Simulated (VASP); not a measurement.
# Sb (I4/mmm) in VASP: settings compared, part 2 of 2

VASP 6.6.1.

### 3 Relaxation of cell and atoms, RPBE

This run uses another cell than the first one, of 26.96 Å³/atom, 0.835 times its volume.

File INCAR:

```
  ALGO = Normal
  EDIFF = 1E-7
  EDIFFG = -0.01
  ENCUT = 600
  GGA = RP
  IBRION = 2
  ISIF = 3
  ISMEAR = -1
  LASPH = True
  LCHARG = False
  LREAL = False
  LWAVE = False
  NELM = 60
  NSW = 60
  PREC = Accurate
  SIGMA = 0.05
```

File KPOINTS:

```
k-points
0
Gamma
  12 12 12
```

File POSCAR:

```
Sb
1.0
   -1.5765401831      1.5765401831      2.7119384313
    1.5765401831     -1.5765401831      2.7119384313
    1.5765401831      1.5765401831     -2.7119384313
Sb
1
Direct
    0.0000000000      0.0000000000      0.0000000000
```

Potentials or basis: VASP PAW PBE potentials, release 64 (Sb).

On the command line:

```console
$ cat potpaw_PBE.64/Sb/POTCAR > POTCAR
$ mpirun -np 1 vasp_std > vasp.out
```

OUTCAR:

```text
EDIFF = 1E-7
   EDIFFG = -0.01
   ENCUT = 600
   GGA = RP
   IBRION = 2
   ISIF = 3
   ISMEAR = -1
   LASPH = True
   LREAL = False
   NELM = 60
   NSW = 60
   PREC = Accurate

 ion  position               nearest neighbor table
   1  0.000  0.000  0.000-

  LATTYP: Found a body centered tetragonal cell.
 ALAT       =     3.1530803662
 C/A-ratio  =     1.7201835135

  Lattice vectors:

 A1 = (  -1.5765401831,   1.5765401831,   2.7119384313)
 A2 = (   1.5765401831,  -1.5765401831,   2.7119384313)
 A3 = (   1.5765401831,   1.5765401831,  -2.7119384313)

Analysis of symmetry for initial positions (statically):
=====================================================================
 Subroutine PRICEL returns:
 Original cell was already a primitive cell.

 Routine SETGRP: Setting up the symmetry group for a
 body centered tetragonal supercell.

 Subroutine GETGRP returns: Found 16 space group operations
 (whereof 16 operations were pure point group operations)
[... 276 lines left out ...]
 Fermi energy:         8.1326811224

 k-point     1 :       0.0000    0.0000    0.0000
  band No.  band energies     occupation
      1      -4.5029      2.00000
      2      12.9581      0.00000
      3      13.2249      0.00000
      4      13.2249      0.00000
      5      17.4486      0.00000
      6      18.3368      0.00000
[... 276 lines left out ...]
--------------------------------------- Ionic step       10  -------------------------------------------

 number of electron       5.0000000 magnetization

 Free energy of the ion-electron system (eV)
  ---------------------------------------------------
  ext. energy  EPLUGINS =         0.00000000
  ---------------------------------------------------
  free energy    TOTEN  =        -3.46537198 eV

  energy without entropy =       -3.46173628  energy(sigma->0) =       -3.46355413

 E-fermi :   8.0869     XC(G=0):  -9.9931

 val. band max:        7.9841284183   @ k =  -0.1667   0.2500   0.1667
 cond. band min:       8.1285810453   @ k =  -0.3333  -0.4167   0.0833
 fundamental gap:      0.1444526270
 Fermi energy:         8.0869455522

 k-point     1 :       0.0000    0.0000    0.0000
  band No.  band energies     occupation
      1      -4.5277      2.00000
      2      12.7575      0.00000
      3      13.1762      0.00000
      4      13.1762      0.00000
      5      17.3286      0.00000
      6      18.3912      0.00000
[... 235 lines left out ...]
  FREE ENERGIE OF THE ION-ELECTRON SYSTEM (eV)
  ---------------------------------------------------
  free  energy   TOTEN  =        -3.4653719831 eV

  energy  without entropy=       -3.4617362769  energy(sigma->0) =       -3.46355413

 reached required accuracy - stopping structural energy minimisation
```

CONTCAR:

```text
Sb
   1.00000000000000
    -1.6225202548503017    1.6225202548503015    2.6718972518875264
     1.6225202548503017   -1.6225202548503019    2.6718972518875264
     1.6225202548503017    1.6225202548503019   -2.6718972518875264
  Sb
     1
Direct
     0.0000000000000000    0.0000000000000000    0.0000000000000000

  0.00000000E+00  0.00000000E+00  0.00000000E+00
```

Wall time 2 min (1 thread of Intel Xeon 6975P-C, shared host); peak memory 0.18 GiB.

Results:

- Free energy: -3.4654 eV
- Relaxed volume: 28.14 Å³/atom
- Relaxed cell: a = 3.522 Å, b = 3.522 Å, c = 3.522 Å, α = 125.14°, β = 125.14°, γ = 81.31°
- Space group after relaxing (to 0.05 Å): I4/mmm (No. 139)
- Energy gained by relaxing: 13.3 meV/atom
- Ionic steps: 10
- Pressure after relaxing: 0.0 GPa

Step by step:
```csv
step,energy change (eV),largest force (eV/Å),pressure (GPa),volume (Å³)
1,0.0000,0.0000,2.94,26.96
2,-0.0089,0.0000,-1.28,28.94
3,-0.0116,0.0000,-0.02,28.26
4,-0.0116,0.0000,-0.07,28.29
5,-0.0118,0.0000,-0.07,28.28
6,-0.0122,0.0000,-0.08,28.24
7,-0.0131,0.0000,-0.05,28.18
8,-0.0115,0.0000,0.12,28.03
9,-0.0133,0.0000,-0.03,28.15
10,-0.0133,0.0000,-0.01,28.14
```

Final structure:
```
Sb
1.0
    -1.62252    1.62252    2.67190
     1.62252   -1.62252    2.67190
     1.62252    1.62252   -2.67190
Sb
1
Direct
  0.00000 0.00000 0.00000
```

Caveat: the PAW data sets were made with another functional, which shifts forces and pressure a little; spin-orbit coupling is left out, which moves the levels of the heavy elements.

### 4 Relaxation of cell and atoms, revPBE

This run uses another cell than the first one, of 26.96 Å³/atom, 0.835 times its volume.

File INCAR:

```
SYSTEM = Sb
ALGO = Normal
EDIFF = 1E-7
EDIFFG = -0.01
ENCUT = 600
GGA = RE
IBRION = 2
ISIF = 3
ISMEAR = -1
LASPH = .TRUE.
LCHARG = .FALSE.
LREAL = .FALSE.
LWAVE = .FALSE.
NELM = 60
NSW = 60
PREC = Accurate
SIGMA = 0.05
```

File KPOINTS:

```
k-points
0
G
  12 12 12
  0 0 0
```

POSCAR is that of step 3.

On the command line:

```console
$ cat potpaw_PBE.64/Sb/POTCAR > POTCAR
$ mpirun -np 1 vasp_std > vasp.out
```

Run time: 1.9 min. Hardware: 1 thread of Intel Xeon 6975P-C, shared host; peak memory 0.18 GiB.

Results (log left out):

| Item | Value |
| --- | --- |
| Free energy | -3.5218 eV |
| Relaxed volume | 27.97 Å³/atom |
| Relaxed cell | a = 3.515 Å, b = 3.515 Å, c = 3.515 Å, α = 125.13°, β = 125.13°, γ = 81.32° |
| Space group after relaxing (to 0.05 Å) | I4/mmm (No. 139) |
| Energy gained by relaxing | 10.8 meV/atom |
| Ionic steps | 10 |
| Pressure after relaxing | 0.0 GPa |

Step by step:
| step | energy change (eV) | largest force (eV/Å) | pressure (GPa) | volume (Å³) |
| --- | --- | --- | --- | --- |
| 1 | 0.0000 | 0.0000 | 2.58 | 26.96 |
| 2 | -0.0068 | 0.0000 | -1.18 | 28.69 |
| 3 | -0.0090 | 0.0000 | -0.02 | 28.09 |
| 4 | -0.0090 | 0.0000 | -0.07 | 28.11 |
| 5 | -0.0091 | 0.0000 | -0.07 | 28.10 |
| 6 | -0.0097 | 0.0000 | -0.08 | 28.07 |
| 7 | -0.0107 | 0.0000 | -0.04 | 28.00 |
| 8 | -0.0079 | 0.0000 | 0.16 | 27.83 |
| 9 | -0.0108 | 0.0000 | -0.02 | 27.98 |
| 10 | -0.0108 | 0.0000 | -0.01 | 27.97 |

Final structure:
```
CELL_PARAMETERS angstrom
-1.61933 1.61933 2.66616
1.61933 -1.61933 2.66616
1.61933 1.61933 -2.66616
ATOMIC_POSITIONS crystal
Sb 0.00000 0.00000 0.00000
```

Levels at points of the mesh, in eV from the Fermi level:
```csv
k point,band 1,band 2,band 3,band 4,band 5,band 6
"(0.00, 0.00, 0.00)",-12.66,4.71,5.13,5.13,9.28,10.33
"(0.50, 0.00, 0.00)",-9.07,-5.59,2.09,4.72,6.47,9.57
"(0.50, 0.50, 0.00)",-6.92,-4.36,-0.73,0.48,3.57,4.34
"(0.50, 0.50, 0.50)",-8.83,-5.34,1.65,1.65,5.51,5.51
```

Caveat: the PAW data sets were made with another functional, which shifts forces and pressure a little; spin-orbit coupling is left out, which moves the levels of the heavy elements.

### 5 Summary

```tsv
task	level	cell	cutoff (eV)	gap on the mesh (eV)	pressure (GPa)	relaxed volume (Å³/atom)
single point	BLYP	a = 3.941 Å, angles 132.8, 132.8, 68.9°, 1 atom	520	none	0.1	-
relaxation of cell and atoms	RPBE	relaxed from a = 3.511 Å, angles 126.6, 126.6, 78.8°, 1 atom	600	none	0.0	28.14
relaxation of cell and atoms	revPBE	relaxed from a = 3.511 Å, angles 126.6, 126.6, 78.8°, 1 atom	600	none	0.0	27.97
```

Alike in all rows: potentials or basis VASP PAW PBE potentials, release 64 (Sb); no spin polarisation; k mesh 12 × 12 × 12; smearing fermi-dirac 0.05 eV.

Caveats: the PAW data sets were made with another functional, which shifts forces and pressure a little; spin-orbit coupling is left out, which moves the levels of the heavy elements.

Total energies depend on the potentials used, so only differences within one code and one set of settings carry meaning.
